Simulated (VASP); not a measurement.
# Sn2O3 (Pn-3m) in VASP: notebook

Sn2O3 is run at these levels: PBE; tasks: single point.

All numbers are computed with VASP 6.6.1; they aren't measurements. Logs are shortened: lines on timing, memory, paths and dates and some standing lists are left out, and cuts for length are marked.

### Step 1. The cell of the first run

Symmetry: Pn-3m, No. 224, cubic system. Conventional cell: a = 5.146 Å, b = 5.146 Å, c = 5.146 Å, α = 90.00°, β = 90.00°, γ = 90.00°. Sn (site symmetry -3m) has 6 O at 2.23 Å within 2.9 Å. O (site symmetry -42m) has 4 Sn at 2.23 Å and 4 O at 2.57 Å within 2.9 Å.

### Step 2. Single point, PBE

Input file INCAR:

```
PREC = Accurate ; ENCUT = 520
EDIFF = 1E-7 ; ISMEAR = -1
SIGMA = 0.06122561905347299 ; LREAL = F
LASPH = T ; NELM = 100
ALGO = Normal ; ISIF = 2
LWAVE = F ; LCHARG = T
GGA = PE ; LELF = T
LVHAR = T ; NBANDS = 57
```

Input file KPOINTS:

```
Automatic mesh
0
Gamma
  7 7 7
```

Input file POSCAR:

```
Sn2O3
1.0
    5.1463071607      0.0000000000      0.0000000000
    0.0000000000      5.1463071607      0.0000000000
    0.0000000000      0.0000000000      5.1463071607
Sn O
4 6
Direct
    0.2500000000      0.2500000000      0.2500000000
    0.7500000000      0.7500000000      0.2500000000
    0.7500000000      0.2500000000      0.7500000000
    0.2500000000      0.7500000000      0.7500000000
    0.5000000000      0.0000000000      0.0000000000
    0.0000000000      0.5000000000      0.0000000000
    0.0000000000      0.0000000000      0.5000000000
    0.5000000000      0.5000000000      0.0000000000
    0.5000000000      0.0000000000      0.5000000000
    0.0000000000      0.5000000000      0.5000000000
```

Potentials or basis: VASP PAW PBE potentials, release 64 (Sn_d, O).

Run with:

```bash
$ cat potpaw_PBE.64/Sn_d/POTCAR potpaw_PBE.64/O/POTCAR > POTCAR
$ mpirun -np 1 vasp_std > vasp.out
```

OUTCAR:

```text
PREC = Accurate
   ENCUT = 520
   EDIFF = 1E-7
   ISMEAR = -1
   LREAL = F
   LASPH = T
   NELM = 100
   ISIF = 2
   GGA = PE

 ion  position               nearest neighbor table
   1  0.250  0.250  0.250-   5 2.23   6 2.23   7 2.23   8 2.23   9 2.23  10 2.23   2 3.64   3 3.64
                             4 3.64   3 3.64   4 3.64   2 3.64   4 3.64   4 3.64   2 3.64   3 3.64
   2  0.750  0.750  0.250-   5 2.23   6 2.23   7 2.23   8 2.23   9 2.23  10 2.23   1 3.64   3 3.64
                             4 3.64   3 3.64   4 3.64   1 3.64   3 3.64   3 3.64   1 3.64   4 3.64
   3  0.750  0.250  0.750-   5 2.23   6 2.23   7 2.23   8 2.23   9 2.23  10 2.23   1 3.64   2 3.64
                             4 3.64   1 3.64   2 3.64   2 3.64   4 3.64   2 3.64   1 3.64   4 3.64
   4  0.250  0.750  0.750-   5 2.23   6 2.23   7 2.23   8 2.23   9 2.23  10 2.23   1 3.64   2 3.64
                             3 3.64   1 3.64   2 3.64   1 3.64   3 3.64   1 3.64   2 3.64   3 3.64
   5  0.500  0.000  0.000-   1 2.23   2 2.23   3 2.23   4 2.23
   6  0.000  0.500  0.000-   1 2.23   2 2.23   3 2.23   4 2.23
   7  0.000  0.000  0.500-   1 2.23   2 2.23   3 2.23   4 2.23
   8  0.500  0.500  0.000-   1 2.23   2 2.23   3 2.23   4 2.23
   9  0.500  0.000  0.500-   1 2.23   2 2.23   3 2.23   4 2.23
  10  0.000  0.500  0.500-   1 2.23   2 2.23   3 2.23   4 2.23

  LATTYP: Found a simple cubic cell.
 ALAT       =     5.1463071607

  Lattice vectors:

 A1 = (   5.1463071607,   0.0000000000,   0.0000000000)
 A2 = (   0.0000000000,   5.1463071607,   0.0000000000)
 A3 = (   0.0000000000,   0.0000000000,   5.1463071607)

Analysis of symmetry for initial positions (statically):
=====================================================================
 Subroutine PRICEL returns:
 Original cell was already a primitive cell.

 Routine SETGRP: Setting up the symmetry group for a
 simple cubic supercell.

 Subroutine GETGRP returns: Found 48 space group operations
 (whereof 24 operations were pure point group operations)
 out of a pool of 48 trial point group operations.

The static configuration has the point symmetry T_d .
 The point group associated with its full space group is O_h .

Analysis of symmetry for dynamics (positions and initial velocities):
=====================================================================
 Subroutine PRICEL returns:
 Original cell was already a primitive cell.

 Routine SETGRP: Setting up the symmetry group for a
 simple cubic supercell.

 Subroutine GETGRP returns: Found 48 space group operations
 (whereof 24 operations were pure point group operations)
 out of a pool of 48 trial point group operations.

The dynamic configuration has the point symmetry T_d .
 The point group associated with its full space group is O_h .

 Subroutine INISYM returns: Found 48 space group operations
 (whereof 24 operations are pure point group operations),
 and found     1 'primitive' translations

----------------------------------------------------------------------------------------

                                     Primitive cell

  volume of cell :     136.2973

  direct lattice vectors                    reciprocal lattice vectors
     5.146307161  0.000000000  0.000000000     0.194314091  0.000000000  0.000000000
     0.000000000  5.146307161  0.000000000     0.000000000  0.194314091  0.000000000
     0.000000000  0.000000000  5.146307161     0.000000000  0.000000000  0.194314091

  length of vectors
     5.146307161  5.146307161  5.146307161     0.194314091  0.194314091  0.194314091

  position of ions in fractional coordinates (direct lattice)
     0.250000000  0.250000000  0.250000000
     0.750000000  0.750000000  0.250000000
     0.750000000  0.250000000  0.750000000
     0.250000000  0.750000000  0.750000000
     0.500000000  0.000000000  0.000000000
     0.000000000  0.500000000  0.000000000
     0.000000000  0.000000000  0.500000000
     0.500000000  0.500000000  0.000000000
     0.500000000  0.000000000  0.500000000
     0.000000000  0.500000000  0.500000000

  ion indices of the primitive-cell ions
   primitive index   ion index
                 1           1
                 2           2
                 3           3
                 4           4
                 5           5
                 6           6
                 7           7
                 8           8
                 9           9
                10          10

----------------------------------------------------------------------------------------

 KPOINTS: Automatic mesh

Automatic generation of k-mesh.
 Grid dimensions read from file:
 generate k-points for:    7    7    7

 Generating k-lattice:

  Cartesian coordinates                     Fractional coordinates (reciprocal lattice)
     0.027759156  0.000000000  0.000000000     0.142857143  0.000000000  0.000000000
     0.000000000  0.027759156  0.000000000     0.000000000  0.142857143  0.000000000
     0.000000000  0.000000000  0.027759156     0.000000000  0.000000000  0.142857143

  Length of vectors
     0.027759156  0.027759156  0.027759156

  Shift w.r.t. Gamma in fractional coordinates (k-lattice)
     0.000000000  0.000000000  0.000000000

 Subroutine IBZKPT returns following result:
 ===========================================

 Found     20 irreducible k-points:

 Following reciprocal coordinates:
            Coordinates               Weight
  0.000000  0.000000  0.000000      1.000000
  0.142857  0.000000  0.000000      6.000000
  0.285714  0.000000  0.000000      6.000000
  0.428571  0.000000  0.000000      6.000000
  0.142857  0.142857  0.000000     12.000000
  0.285714  0.142857  0.000000     24.000000
[... 12 lines left out ...]
  0.428571  0.428571  0.285714     24.000000
  0.428571  0.428571  0.428571      8.000000
   k-points           NKPTS =     20   k-points in BZ     NKDIM =     20   number of bands    NBANDS=     57
   number of dos      NEDOS =    301   number of ions     NIONS =     10
   total plane-waves  NPLWV =  64000
   dimension x,y,z NGX =    40 NGY =   40 NGZ =   40
   dimension x,y,z NGXF=    80 NGYF=   80 NGZF=   80
   ions per type =               4   6
   NGX,Y,Z   is equivalent  to a cutoff of  12.92, 12.92, 12.92 a.u.
   NGXF,Y,Z  is equivalent  to a cutoff of  25.84, 25.84, 25.84 a.u.
 SYSTEM =  unknown system
   PREC   = accura    normal or accurate (medium, high low for compatibility)
   ISTART =      0    job   : 0-new  1-cont  2-samecut
   ICHARG =      2    charge: 1-file 2-atom 10-const
   ISPIN  =      1    spin polarized calculation?
   LNONCOLLINEAR =      F non collinear calculations
   LSORBIT =      F    spin-orbit coupling
   LASPH  =      T    aspherical Exc in radial PAW
   ENCUT  =  520.0 eV  38.22 Ry    6.18 a.u.   9.57  9.57  9.57*2*pi/ulx,y,z
   NELM   =    100;   NELMIN=  2; NELMDL= -5     # of ELM steps
   EDIFF  = 0.1E-06   stopping-criterion for ELM
   LREAL  =      F    real-space projection
   EDIFFG = 0.1E-05   stopping-criterion for IOM
   NSW    =      0    number of steps for IOM
   IBRION =     -1    ionic relax: 0-MD 1-quasi-New 2-CG
   NFREE  =      0    steps in history (QN), initial steepest desc. (CG)
   ISIF   =      2    stress and relaxation
   ISYM   =      2    0-nonsym 1-usesym 2-fastsym
   POTIM  = 0.5000    time-step for ionic-motion
   TEBEG  =    0.0;   TEEND  =   0.0 temperature during run
   PSTRESS=    0.0 pullay stress
   NELECT =      92.0000    total number of electrons
   NUPDOWN=      -1.0000    fix difference up-down
   EMIN   =  10.00;   EMAX   =-10.00  energy-range for DOS
   EFERMI =   0.00;   METHOD = LEGACY
   ISMEAR =    -1;   SIGMA  =   0.06  broadening in eV -4-tet -1-fermi 0-gaus
   EFERMI_NEDOS =   21; number of points for ismear=-14 and -15
   IALGO  =     38    algorithm
   IMIX   =      4    mixing-type and parameters
     AMIX     =   0.40;   BMIX     =  1.00
     AMIX_MAG =   1.60;   BMIX_MAG =  1.00
  volume/ion in A,a.u.               =      13.63        91.98
  Fermi-wavevector in a.u.,A,eV,Ry     =   1.436068  2.713775 28.059185  2.062292
  Thomas-Fermi vector in A             =   2.555297
   LORBIT       =      0    0 simple, 1 ext, 2 COOP (PROOUT), +10 PAW based schemes
   GGA     = PE    functional components
   LHFCALC =     F    Hartree Fock is set to
   AEXX    =    0.0000 exact exchange contribution
   IVDW    =     0    specifies the selected vdW correction
   LEPSILON=     F    determine dielectric tensor
   LRPA    =     F    only Hartree local field effects (RPA)
 non-spin polarized calculation
  energy-cutoff  :      520.00
  volume of cell :      136.30
 maximum number of plane-waves:      3743
 NGX is ok and might be reduce to    40
   NGX = 19   NGY = 19   NGZ = 19

 number of electron      92.0000014 magnetization

 Free energy of the ion-electron system (eV)
  ---------------------------------------------------
  ext. energy  EPLUGINS =         0.00000000
  ---------------------------------------------------
  free energy    TOTEN  =       -54.68608493 eV

  energy without entropy =      -54.65250231  energy(sigma->0) =      -54.66929362

 E-fermi :   8.9507     XC(G=0): -11.0943

 val. band max:        8.9017513067   @ k =   0.4286   0.4286   0.0000
 cond. band min:       8.9585032701   @ k =   0.4286   0.4286   0.1429
 fundamental gap:      0.0567519634
 Fermi energy:         8.9506539475

 k-point     1 :       0.0000    0.0000    0.0000
  band No.  band energies     occupation
      1     -14.2147      2.00000
      2     -14.2147      2.00000
      3     -13.9726      2.00000
      4     -13.6780      2.00000
      5     -13.6780      2.00000
      6     -13.6780      2.00000
[... 49 lines left out ...]
     56      14.7001      0.00000
     57      14.7678      0.00000

 k-point     2 :       0.1429    0.0000    0.0000
  band No.  band energies     occupation
      1     -14.1913      2.00000
      2     -14.1900      2.00000
      3     -13.9532      2.00000
      4     -13.6999      2.00000
      5     -13.6726      2.00000
      6     -13.6726      2.00000
[... 49 lines left out ...]
     56      14.7639      0.00000
     57      14.7648      0.00000

 k-point     3 :       0.2857    0.0000    0.0000
  band No.  band energies     occupation
      1     -14.1222      2.00000
      2     -14.1192      2.00000
      3     -13.8996      2.00000
      4     -13.7714      2.00000
      5     -13.7157      2.00000
      6     -13.6678      2.00000
[... 954 lines left out ...]
      1     -14.0820      2.00000
      2     -14.0780      2.00000
      3     -14.0675      2.00000
      4     -13.7193      2.00000
      5     -13.6928      2.00000
      6     -13.6847      2.00000
[... 49 lines left out ...]
     56      16.2141      0.00000
     57      16.3414      0.00000

 k-point    20 :       0.4286    0.4286    0.4286
  band No.  band energies     occupation
      1     -14.1202      2.00000
      2     -14.1202      2.00000
      3     -14.1152      2.00000
      4     -13.6810      2.00000
      5     -13.6810      2.00000
      6     -13.6599      2.00000
[... 49 lines left out ...]
     56      16.5365      0.00000
     57      16.6023      0.00000

------------------------ aborting loop because EDIFF is reached ----------------------------------------

  FORCE on cell =-STRESS in cart. coord.  units (eV):
  Direction    XX          YY          ZZ          XY          YZ          ZX
  --------------------------------------------------------------------------------------
  -------------------------------------------------------------------------------------
  Total        6.8954382      6.8954382      6.8954382     -0.0000000      0.0000000     -0.0000000
  in kB       81.0560322     81.0560322     81.0560322     -0.0000000      0.0000000     -0.0000000
  external PRESSURE =      81.0560322 kB  Pullay stress =       0.0000000 kB

 VOLUME and BASIS-vectors are now :
 -----------------------------------------------------------------------------
  energy-cutoff  :      520.00
  volume of cell :      136.30
      direct lattice vectors                 reciprocal lattice vectors
     5.146307161  0.000000000  0.000000000     0.194314091  0.000000000  0.000000000
     0.000000000  5.146307161  0.000000000     0.000000000  0.194314091  0.000000000
     0.000000000  0.000000000  5.146307161     0.000000000  0.000000000  0.194314091

 POSITION                                       TOTAL-FORCE (eV/Angst)
 -----------------------------------------------------------------------------------
      1.28658      1.28658      1.28658        -0.000000      0.000000     -0.000000
      3.85973      3.85973      1.28658         0.000000     -0.000000      0.000000
      3.85973      1.28658      3.85973        -0.000000      0.000000      0.000000
      1.28658      3.85973      3.85973         0.000000     -0.000000     -0.000000
      2.57315      0.00000      0.00000        -0.000000     -0.000000      0.000000
      0.00000      2.57315      0.00000         0.000000     -0.000000      0.000000
      0.00000      0.00000      2.57315        -0.000000     -0.000000      0.000000
      2.57315      2.57315      0.00000         0.000000      0.000000     -0.000000
      2.57315      0.00000      2.57315         0.000000     -0.000000     -0.000000
      0.00000      2.57315      2.57315         0.000000     -0.000000      0.000000
 -----------------------------------------------------------------------------------
    total drift:                               -0.000000      0.000000     -0.000000

  FREE ENERGIE OF THE ION-ELECTRON SYSTEM (eV)
  ---------------------------------------------------
  free  energy   TOTEN  =       -54.6860849346 eV

  energy  without entropy=      -54.6525023075  energy(sigma->0) =      -54.66929362
```

Wall time 2.9 min (1 thread of Intel Xeon Platinum 8488C (Sapphire Rapids), shared host); peak memory 0.3 GiB.

Results:

| Item | Value |
| --- | --- |
| Free energy | -54.6861 eV |
| Pressure | 8.1 GPa |
| Band gap on the k mesh | zero (bands 46 and 47 overlap by 0.17 eV) |

Levels at points of the mesh, in eV from the Fermi level:
| k point | band 43 | band 44 | band 45 | band 46 | band 47 | band 48 | band 49 | band 50 |
| --- | --- | --- | --- | --- | --- | --- | --- | --- |
| (0.00, 0.00, 0.00) | -2.58 | -2.58 | -2.58 | -2.48 | 0.41 | 0.41 | 0.41 | 4.37 |

Caveat: the cell stands under pressure; semilocal functionals underestimate gaps, and a narrow one can read as zero; spin-orbit coupling is left out, which moves the levels of the heavy elements.

### Step 3. Single point, PBE

This run uses another cell than the first one, of 13.92 Å³/atom.

Input file INCAR:

```
PREC = Accurate ; ENCUT = 520
EDIFF = 1E-7 ; ISMEAR = -1
SIGMA = 0.06122561905347299 ; LREAL = F
LASPH = T ; NELM = 100
ALGO = Normal ; ISIF = 2
LWAVE = F ; LCHARG = F
GGA = PE ; NBANDS = 57
```

KPOINTS is that of step 2.

Edit POSCAR of step 2 so:

```diff
@@ -2,5 +2,5 @@
 1.0
-    5.1463071607      0.0000000000      0.0000000000
-    0.0000000000      5.1463071607      0.0000000000
-    0.0000000000      0.0000000000      5.1463071607
+    5.1825499545      0.0000000000      0.0000000000
+    0.0000000000      5.1825499545      0.0000000000
+    0.0000000000      0.0000000000      5.1825499545
 Sn O
```

Potentials or basis: VASP PAW PBE potentials, release 64 (Sn_d, O).

Run with:

```bash
$ cat potpaw_PBE.64/Sn_d/POTCAR potpaw_PBE.64/O/POTCAR > POTCAR
$ mpirun -np 1 vasp_std > vasp.out
```

Run time: 3.5 min. Hardware: 1 thread of Intel Xeon Platinum 8488C (Sapphire Rapids), shared host; peak memory 0.28 GiB.

The run converged. Its results:

```
Free energy            : -54.8098 eV
Pressure               : 5.2 GPa
Band gap on the k mesh : zero (bands 46 and 47 overlap by 0.12 eV)
```

Levels at points of the mesh, in eV from the Fermi level:
```tsv
k point	band 42	band 43	band 44	band 45	band 46	band 47	band 48	band 49	band 50	band 51
(0.00, 0.00, 0.00)	-2.98	-2.47	-2.47	-2.47	-2.36	0.40	0.40	0.40	4.36	4.36
```

Caveat: the cell stands under pressure; semilocal functionals underestimate gaps, and a narrow one can read as zero; spin-orbit coupling is left out, which moves the levels of the heavy elements.

The gap in the log of VASP goes by the Fermi energy; the results here count the filled bands.